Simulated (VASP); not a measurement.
# CrPtSe3 (Pm-3m) in VASP: a series of runs, part 2 of 2

VASP 6.6.1. The steps go on from the part before.

**3. Relaxation of cell and atoms, PBE, collinear spin, ferromagnetic start**

This run uses another cell than the first one, of 21.71 Å³/atom, 0.879 times its volume.

INCAR reads:

```
  ALGO = Normal
  EDIFF = 1E-7
  EDIFFG = -0.04
  ENCUT = 600
  GGA = PE
  IBRION = 2
  ISIF = 3
  ISMEAR = 0
  ISPIN = 2
  LASPH = True
  LCHARG = False
  LMAXMIX = 4
  LORBIT = 11
  LREAL = False
  LWAVE = False
  MAGMOM = 3 0 0 0 0
  NELM = 150
  NSW = 90
  PREC = Accurate
  SIGMA = 0.1
```

KPOINTS reads:

```
k-points
0
Gamma
  4 4 4
```

POSCAR reads:

```
CrPtSe3
1.0
    4.7705110100      0.0000000000      0.0000000000
    0.0000000000      4.7705110100      0.0000000000
    0.0000000000      0.0000000000      4.7705110100
Cr Pt Se
1 1 3
Direct
    0.5000000000      0.5000000000      0.5000000000
    0.0000000000      0.0000000000      0.0000000000
    0.5000000000      0.0000000000      0.0000000000
    0.0000000000      0.5000000000      0.0000000000
    0.0000000000      0.0000000000      0.5000000000
```

Potentials or basis: VASP PAW PBE potentials, release 64 (Cr_pv, Pt, Se).

On the command line:

```
cat potpaw_PBE.64/Cr_pv/POTCAR potpaw_PBE.64/Pt/POTCAR potpaw_PBE.64/Se/POTCAR > POTCAR
mpirun -np 1 vasp_std > vasp.out
```

OUTCAR:

```text
EDIFF = 1E-7
   EDIFFG = -0.04
   ENCUT = 600
   GGA = PE
   IBRION = 2
   ISIF = 3
   ISMEAR = 0
   ISPIN = 2
   LASPH = True
   LORBIT = 11
   LREAL = False
   NELM = 150
   NSW = 90
   PREC = Accurate

 ion  position               nearest neighbor table
   1  0.500  0.500  0.500-
   2  0.000  0.000  0.000-   3 2.39   4 2.39   5 2.39   5 2.39   4 2.39   3 2.39
   3  0.500  0.000  0.000-   2 2.39   2 2.39
   4  0.000  0.500  0.000-   2 2.39   2 2.39
   5  0.000  0.000  0.500-   2 2.39   2 2.39

  LATTYP: Found a simple cubic cell.
 ALAT       =     4.7705110100

  Lattice vectors:

 A1 = (   4.7705110100,   0.0000000000,   0.0000000000)
 A2 = (   0.0000000000,   4.7705110100,   0.0000000000)
 A3 = (   0.0000000000,   0.0000000000,   4.7705110100)

Analysis of symmetry for initial positions (statically):
[... 857 lines left out ...]
  ---------------------------------------------------
  free energy    TOTEN  =       -23.33191099 eV

  energy without entropy =      -23.30641764  energy(sigma->0) =      -23.31916431

 E-fermi :   3.6964     XC(G=0):  -9.5819

 val. band max:        3.6828578810   @ k =   0.5000   0.2500   0.2500
 cond. band min:       3.7771824836   @ k =   0.2500   0.2500   0.0000
 fundamental gap:      0.0943246026
 Fermi energy:         3.6963901940

 spin component 1

 k-point     1 :       0.0000    0.0000    0.0000
  band No.  band energies     occupation
      1     -40.1460      1.00000
      2     -40.1460      1.00000
      3     -40.1460      1.00000
      4     -10.0424      1.00000
      5      -8.4720      1.00000
      6      -8.4720      1.00000
[... 604 lines left out ...]
  FREE ENERGIE OF THE ION-ELECTRON SYSTEM (eV)
  ---------------------------------------------------
  free  energy   TOTEN  =       -23.3319109871 eV

  energy  without entropy=      -23.3064176422  energy(sigma->0) =      -23.31916431

 reached required accuracy - stopping structural energy minimisation

 total charge

# of ion       s       p       d       tot
------------------------------------------
    1        0.131   6.023   4.115  10.269
    2        0.681   0.553   8.197   9.431
    3        1.495   2.198   0.050   3.743
    4        1.495   2.198   0.050   3.743
    5        1.495   2.198   0.050   3.743
--------------------------------------------------
tot          5.297  13.169  12.463  30.930

 magnetization (x)

# of ion       s       p       d       tot
------------------------------------------
    1        0.066   0.015   3.971   4.052
    2        0.005   0.000  -0.192  -0.186
    3       -0.005  -0.310   0.001  -0.314
    4       -0.005  -0.310   0.001  -0.314
    5       -0.005  -0.310   0.001  -0.314
--------------------------------------------------
tot          0.056  -0.914   3.781   2.923
```

OSZICAR:

```text
N       E                     dE             d eps       ncg     rms          rms(c)
DAV:   1     0.316571265521E+03    0.31657E+03   -0.21111E+04  1128   0.157E+03
DAV:   2    -0.166029018858E+00   -0.31674E+03   -0.30718E+03  1184   0.345E+02
DAV:   3    -0.250609517070E+02   -0.24895E+02   -0.22947E+02  1342   0.889E+01
[... 78 lines left out ...]
DAV:  10    -0.233318237496E+02   -0.26046E-03   -0.27291E-04  1330   0.761E-02    0.140E-01
DAV:  11    -0.233319050308E+02   -0.81281E-04   -0.44937E-05  1176   0.393E-02    0.554E-02
DAV:  12    -0.233319063199E+02   -0.12891E-05   -0.96458E-06  1138   0.211E-02    0.392E-02
DAV:  13    -0.233319105990E+02   -0.42792E-05   -0.40130E-06  1144   0.136E-02    0.131E-02
DAV:  14    -0.233319109267E+02   -0.32763E-06   -0.12631E-06  1108   0.655E-03    0.434E-03
DAV:  15    -0.233319109871E+02   -0.60457E-07   -0.69457E-08   666   0.170E-03
   3 F= -.23331911E+02 E0= -.23319164E+02  d E =-.450941E+00  mag=     2.9378
```

CONTCAR:

```text
CrPtSe3
   1.00000000000000
     4.9771212165771868    0.0000000000000000   -0.0000000000000000
    -0.0000000000000000    4.9771212165771868   -0.0000000000000000
     0.0000000000000000    0.0000000000000000    4.9771212165771868
  Cr              Pt              Se
     1     1     3
Direct
     0.5000000000000000    0.5000000000000000    0.5000000000000000
     0.0000000000000000    0.0000000000000000    0.0000000000000000
     0.5000000000000000    0.0000000000000000    0.0000000000000000
     0.0000000000000000    0.5000000000000000    0.0000000000000000
     0.0000000000000000    0.0000000000000000    0.5000000000000000

  0.00000000E+00  0.00000000E+00  0.00000000E+00
  0.00000000E+00  0.00000000E+00  0.00000000E+00
  0.00000000E+00  0.00000000E+00  0.00000000E+00
  0.00000000E+00  0.00000000E+00  0.00000000E+00
  0.00000000E+00  0.00000000E+00  0.00000000E+00
```

Wall time 5 min (1 thread of Intel Xeon Platinum 8375C at 2.90GHz (Ice Lake), shared host); peak memory 0.33 GiB.

What came out:

```
Free energy                                           : -23.3319 eV
Relaxed volume                                        : 24.66 Å³/atom
Relaxed cell                                          : a = 4.977 Å, b = 4.977 Å, c = 4.977 Å, α = 90.00°, β = 90.00°, γ = 90.00°
Space group after relaxing (to 0.05 Å)                : Pm-3m (No. 221)
Energy gained by relaxing                             : 90.2 meV/atom
Ionic steps                                           : 3
Pressure after relaxing                               : 0.0 GPa
Net moment                                            : 2.94 μB per cell
Site moments                                          : Cr +4.05; Pt -0.19; Se -0.31 μB
Valence electrons inside the program's atomic spheres : Cr 10.27; Pt 9.43; Se 3.74
```

The path:
| step | energy change (eV) | largest force (eV/Å) | pressure (GPa) | volume (Å³) |
| --- | --- | --- | --- | --- |
| 1 | 0.0000 | 0.0000 | 11.59 | 108.57 |
| 2 | -0.2668 | 0.0000 | -4.95 | 135.15 |
| 3 | -0.4509 | 0.0000 | -0.02 | 123.29 |

Final structure:
```
CELL_PARAMETERS angstrom
4.97712 0.00000 0.00000
0.00000 4.97712 0.00000
0.00000 0.00000 4.97712
ATOMIC_POSITIONS crystal
Cr 0.50000 0.50000 0.50000
Pt 0.00000 0.00000 0.00000
Se 0.50000 0.00000 0.00000
Se 0.00000 0.50000 0.00000
Se 0.00000 0.00000 0.50000
```

Levels at points of the mesh, in eV from the Fermi level:
Spin up:
```tsv
k point	band 19	band 20	band 21	band 22	band 23	band 24
(0.00, 0.00, 0.00)	-0.85	-0.69	-0.69	-0.69	-0.42	-0.25
(0.50, 0.00, 0.00)	-0.86	-0.28	-0.06	-0.05	-0.05	0.20
(0.50, 0.50, 0.00)	-0.93	-0.76	-0.71	0.57	0.57	0.93
(0.50, 0.50, 0.50)	-0.82	-0.82	-0.12	0.80	0.80	0.80
```
Spin down:
```tsv
k point	band 14	band 15	band 16	band 17	band 18	band 19	band 20	band 21	band 22	band 23
(0.00, 0.00, 0.00)	-2.06	-1.19	-1.19	-0.54	-0.54	-0.54	0.53	2.44	2.44	2.46
(0.50, 0.00, 0.00)	-2.04	-1.83	-0.80	-0.80	-0.42	-0.38	-0.38	2.61	2.79	3.10
(0.50, 0.50, 0.00)	-2.23	-1.36	-1.24	-0.42	-0.42	0.16	2.70	2.75	3.12	3.15
(0.50, 0.50, 0.50)	-1.02	-1.02	0.26	0.26	0.26	1.30	2.66	2.66	2.66	2.93
```

Caveat: the bands computed are all filled at some k points, so no gap is given; spin-orbit coupling is left out, which moves the levels of the heavy elements; a cell with one magnetic atom can't hold antiferromagnetic order, which such compounds often take.

**4. Single point, PBE, collinear spin, ferrimagnetic start**

INCAR reads:

```
PREC = Accurate ; ENCUT = 520
EDIFF = 1E-7 ; ISMEAR = 0
SIGMA = 0.1 ; LREAL = F
LASPH = T ; NELM = 150
ALGO = Normal ; ISIF = 2
LWAVE = F ; LCHARG = F
ISPIN = 2 ; MAGMOM = 4.77 -0.2 -0.33 -0.33 -0.33
LORBIT = 11 ; LMAXMIX = 4
GGA = PE ; NBANDS = 32
```

KPOINTS reads:

```
Automatic mesh
0
Gamma
  8 8 8
```

POSCAR: that of step 3 with these lines changed.

```diff
@@ -2,5 +2,5 @@
 1.0
-    4.7705110100      0.0000000000      0.0000000000
-    0.0000000000      4.7705110100      0.0000000000
-    0.0000000000      0.0000000000      4.7705110100
+    4.9809486570      0.0000000000      0.0000000000
+    0.0000000000      4.9809486570      0.0000000000
+    0.0000000000      0.0000000000      4.9809486570
 Cr Pt Se
```

Potentials or basis: VASP PAW PBE potentials, release 64 (Cr_pv, Pt, Se).

On the command line:

```
cat potpaw_PBE.64/Cr_pv/POTCAR potpaw_PBE.64/Pt/POTCAR potpaw_PBE.64/Se/POTCAR > POTCAR
mpirun -np 1 vasp_std > vasp.out
```

OUTCAR:

```text
PREC = Accurate
   ENCUT = 520
   EDIFF = 1E-7
   ISMEAR = 0
   LREAL = F
   LASPH = T
   NELM = 150
   ISIF = 2
   ISPIN = 2
   LORBIT = 11
   GGA = PE

 ion  position               nearest neighbor table
   1  0.500  0.500  0.500-
   2  0.000  0.000  0.000-   3 2.49   4 2.49   5 2.49   5 2.49   4 2.49   3 2.49
   3  0.500  0.000  0.000-   2 2.49   2 2.49
   4  0.000  0.500  0.000-   2 2.49   2 2.49
   5  0.000  0.000  0.500-   2 2.49   2 2.49

  LATTYP: Found a simple cubic cell.
 ALAT       =     4.9809486570

  Lattice vectors:

 A1 = (   4.9809486570,   0.0000000000,   0.0000000000)
 A2 = (   0.0000000000,   4.9809486570,   0.0000000000)
 A3 = (   0.0000000000,   0.0000000000,   4.9809486570)
[... 1909 lines left out ...]

 POSITION                                       TOTAL-FORCE (eV/Angst)
 -----------------------------------------------------------------------------------
      2.49047      2.49047      2.49047         0.000000      0.000000      0.000000
      0.00000      0.00000      0.00000         0.000000      0.000000      0.000000
      2.49047      0.00000      0.00000         0.000000      0.000000      0.000000
      0.00000      2.49047      0.00000         0.000000      0.000000      0.000000
      0.00000      0.00000      2.49047         0.000000      0.000000      0.000000
 -----------------------------------------------------------------------------------
    total drift:                               -0.000000      0.000000     -0.000000

  FREE ENERGIE OF THE ION-ELECTRON SYSTEM (eV)
  ---------------------------------------------------
  free  energy   TOTEN  =       -23.1365152392 eV

  energy  without entropy=      -23.1094169034  energy(sigma->0) =      -23.12296607

 total charge

# of ion       s       p       d       tot
------------------------------------------
    1        0.126   6.022   4.131  10.279
    2        0.649   0.555   8.212   9.415
    3        1.494   2.201   0.048   3.743
    4        1.494   2.201   0.048   3.743
    5        1.494   2.201   0.048   3.743
--------------------------------------------------
tot          5.255  13.180  12.488  30.923

 magnetization (x)

# of ion       s       p       d       tot
------------------------------------------
    1        0.063   0.015   3.995   4.073
    2        0.006   0.005  -0.123  -0.112
    3       -0.005  -0.310   0.001  -0.314
    4       -0.005  -0.310   0.001  -0.314
    5       -0.005  -0.310   0.001  -0.314
--------------------------------------------------
tot          0.055  -0.912   3.874   3.017
```

OSZICAR:

```text
N       E                     dE             d eps       ncg     rms          rms(c)
DAV:   1     0.258989146845E+03    0.25899E+03   -0.18785E+04  4976   0.111E+03
DAV:   2    -0.753347308791E+01   -0.26652E+03   -0.25113E+03  4968   0.260E+02
[... 21 lines left out ...]
DAV:  24    -0.231364891992E+02    0.40640E-04   -0.41394E-05  4960   0.362E-02    0.129E+00
DAV:  25    -0.231364879511E+02    0.12481E-05   -0.96451E-05  5224   0.366E-02    0.334E-01
DAV:  26    -0.231365118921E+02   -0.23941E-04   -0.23311E-05  5152   0.183E-02    0.179E-01
DAV:  27    -0.231365144203E+02   -0.25282E-05   -0.46406E-06  4944   0.679E-03    0.514E-02
DAV:  28    -0.231365151887E+02   -0.76845E-06   -0.43089E-07  4784   0.415E-03    0.106E-02
DAV:  29    -0.231365152392E+02   -0.50487E-07   -0.17698E-08  3272   0.895E-04
   1 F= -.23136515E+02 E0= -.23122966E+02  d E =-.270983E-01  mag=     3.0526
```

It took 7.8 min on 1 thread of Intel Xeon Platinum 8488C (Sapphire Rapids), shared host; peak memory 0.45 GiB.

Results:

```
Free energy                                           : -23.1365 eV
Pressure                                              : 0.0 GPa
Net moment                                            : 3.05 μB per cell
Site moments                                          : Cr +4.07; Pt -0.11; Se -0.31 μB
Valence electrons inside the program's atomic spheres : Cr 10.28; Pt 9.41; Se 3.74
```

Caveat: spin-orbit coupling is left out, which moves the levels of the heavy elements; a cell with one magnetic atom can't hold antiferromagnetic order, which such compounds often take. With open d or f shells a metallic result of PBE can be an artefact of self-interaction; +U or a hybrid may open a gap.

**5. Single point, PBE, collinear spin, ferromagnetic start**

This run uses another cell than the first one, of 21.71 Å³/atom, 0.879 times its volume.

INCAR reads:

```
SYSTEM = CrPtSe3
PREC = Accurate
ENCUT = 520
EDIFF = 1E-6
ISMEAR = 0
SIGMA = 0.1
LREAL = .False.
LASPH = .True.
NELM = 150
ALGO = Normal
ISIF = 2
LWAVE = .False.
LCHARG = .False.
ISPIN = 2
MAGMOM = 3 0 0 0 0
LORBIT = 11
LMAXMIX = 4
GGA = PE
NBANDS = 32
```

KPOINTS reads:

```
regular mesh
0
Gamma
  4 4 4
  0 0 0
```

POSCAR: that of step 4 with these lines changed.

```diff
@@ -2,5 +2,5 @@
 1.0
-    4.9809486570      0.0000000000      0.0000000000
-    0.0000000000      4.9809486570      0.0000000000
-    0.0000000000      0.0000000000      4.9809486570
+    4.7705110100      0.0000000000      0.0000000000
+    0.0000000000      4.7705110100      0.0000000000
+    0.0000000000      0.0000000000      4.7705110100
 Cr Pt Se
```

Potentials or basis: VASP PAW PBE potentials, release 64 (Cr_pv, Pt, Se).

On the command line:

```
cat potpaw_PBE.64/Cr_pv/POTCAR potpaw_PBE.64/Pt/POTCAR potpaw_PBE.64/Se/POTCAR > POTCAR
mpirun -np 1 vasp_std > vasp.out
```

OUTCAR:

```text
SYSTEM = CrPtSe3
   PREC = Accurate
   ENCUT = 520
   EDIFF = 1E-6
   ISMEAR = 0
   LREAL = .False.
   LASPH = .True.
   NELM = 150
   ISIF = 2
   ISPIN = 2
   LORBIT = 11
   GGA = PE

 ion  position               nearest neighbor table
   1  0.500  0.500  0.500-
   2  0.000  0.000  0.000-   3 2.39   4 2.39   5 2.39   5 2.39   4 2.39   3 2.39
   3  0.500  0.000  0.000-   2 2.39   2 2.39
   4  0.000  0.500  0.000-   2 2.39   2 2.39
   5  0.000  0.000  0.500-   2 2.39   2 2.39

  LATTYP: Found a simple cubic cell.
 ALAT       =     4.7705110100

  Lattice vectors:

 A1 = (   4.7705110100,   0.0000000000,   0.0000000000)
 A2 = (   0.0000000000,   4.7705110100,   0.0000000000)
[... 912 lines left out ...]

 POSITION                                       TOTAL-FORCE (eV/Angst)
 -----------------------------------------------------------------------------------
      2.38526      2.38526      2.38526         0.000000      0.000000      0.000000
      0.00000      0.00000      0.00000         0.000000      0.000000      0.000000
      2.38526      0.00000      0.00000         0.000000      0.000000      0.000000
      0.00000      2.38526      0.00000         0.000000      0.000000      0.000000
      0.00000      0.00000      2.38526         0.000000      0.000000      0.000000
 -----------------------------------------------------------------------------------
    total drift:                                0.000000      0.000000      0.000000

  FREE ENERGIE OF THE ION-ELECTRON SYSTEM (eV)
  ---------------------------------------------------
  free  energy   TOTEN  =       -22.8806234138 eV

  energy  without entropy=      -22.8584557164  energy(sigma->0) =      -22.86953957

 total charge

# of ion       s       p       d       tot
------------------------------------------
    1        0.144   6.038   4.094  10.276
    2        0.754   0.707   8.329   9.790
    3        1.496   2.257   0.072   3.825
    4        1.496   2.257   0.072   3.825
    5        1.496   2.257   0.072   3.825
--------------------------------------------------
tot          5.386  13.518  12.638  31.542

 magnetization (x)

# of ion       s       p       d       tot
------------------------------------------
    1        0.066   0.017   3.871   3.954
    2        0.003  -0.002  -0.189  -0.187
    3       -0.005  -0.290   0.001  -0.295
    4       -0.005  -0.290   0.001  -0.295
    5       -0.005  -0.290   0.001  -0.295
--------------------------------------------------
tot          0.053  -0.856   3.685   2.883
```

Wall time 3.9 min (1 thread of Intel Xeon 6975P-C, shared host); peak memory 0.27 GiB.

What came out:

```
Free energy                                           : -22.8806 eV
Pressure                                              : 11.6 GPa
Net moment                                            : 2.92 μB per cell
Site moments                                          : Cr +3.95; Pt -0.19; Se -0.29 μB
Valence electrons inside the program's atomic spheres : Cr 10.28; Pt 9.79; Se 3.83
```

Levels at points of the mesh, in eV from the Fermi level:
Spin up:
| k point | band 17 | band 18 | band 19 | band 20 | band 21 | band 22 | band 23 | band 24 | band 25 | band 26 |
| --- | --- | --- | --- | --- | --- | --- | --- | --- | --- | --- |
| (0.00, 0.00, 0.00) | -0.97 | -0.97 | -0.97 | -0.89 | -0.89 | -0.89 | -0.59 | -0.28 | -0.28 | -0.28 |
| (0.50, 0.00, 0.00) | -1.24 | -1.01 | -0.97 | -0.10 | -0.09 | -0.09 | -0.04 | 0.27 | 0.27 | 3.04 |
| (0.50, 0.50, 0.00) | -1.24 | -1.24 | -1.06 | -0.81 | -0.74 | 0.71 | 0.71 | 1.12 | 3.02 | 3.90 |
| (0.50, 0.50, 0.50) | -0.94 | -0.92 | -0.92 | -0.92 | -0.32 | 0.95 | 0.95 | 0.95 | 5.72 | 5.72 |
Spin down:
| k point | band 14 | band 15 | band 16 | band 17 | band 18 | band 19 | band 20 | band 21 | band 22 | band 23 |
| --- | --- | --- | --- | --- | --- | --- | --- | --- | --- | --- |
| (0.00, 0.00, 0.00) | -2.19 | -1.35 | -1.35 | -1.35 | -0.53 | -0.53 | -0.53 | 0.33 | 2.19 | 2.19 |
| (0.50, 0.00, 0.00) | -2.21 | -2.15 | -0.87 | -0.87 | -0.38 | -0.38 | -0.23 | 2.35 | 2.61 | 3.03 |
| (0.50, 0.50, 0.00) | -2.57 | -1.48 | -1.30 | -0.46 | -0.46 | 0.28 | 2.50 | 2.58 | 3.03 | 3.10 |
| (0.50, 0.50, 0.50) | -1.20 | -1.20 | 0.44 | 0.44 | 0.44 | 1.00 | 2.47 | 2.47 | 2.47 | 2.75 |

Caveat: spin-orbit coupling is left out, which moves the levels of the heavy elements; a cell with one magnetic atom can't hold antiferromagnetic order, which such compounds often take.

**6. The runs side by side**

| task | spin | cell | k mesh | cutoff (eV) | gap on the mesh (eV) | pressure (GPa) | moment (μB) |
| --- | --- | --- | --- | --- | --- | --- | --- |
| single point | collinear, ferromagnetic start | a = 4.979 Å, 5 atoms | 4 × 4 × 4 | 520 | none | -0.1 | 2.91 |
| relaxation of cell and atoms | collinear, ferromagnetic start | relaxed from a = 4.771 Å, 5 atoms | 4 × 4 × 4 | 600 | - | 0.0 | 2.94 |
| single point | collinear, ferrimagnetic start | a = 4.981 Å, 5 atoms | 8 × 8 × 8 | 520 | none | 0.0 | 3.05 |
| single point | collinear, ferromagnetic start | a = 4.771 Å, 5 atoms | 4 × 4 × 4 | 520 | none | 11.6 | 2.92 |

Alike in all rows: level PBE; potentials or basis VASP PAW PBE potentials, release 64 (Cr_pv, Pt, Se); smearing gaussian 0.1 eV.

Caveats: spin-orbit coupling is left out, which moves the levels of the heavy elements; a cell with one magnetic atom can't hold antiferromagnetic order, which such compounds often take; the bands computed are all filled at some k points, so no gap is given (some runs).

Total energies depend on the potentials used, so only differences within one code and one set of settings carry meaning.
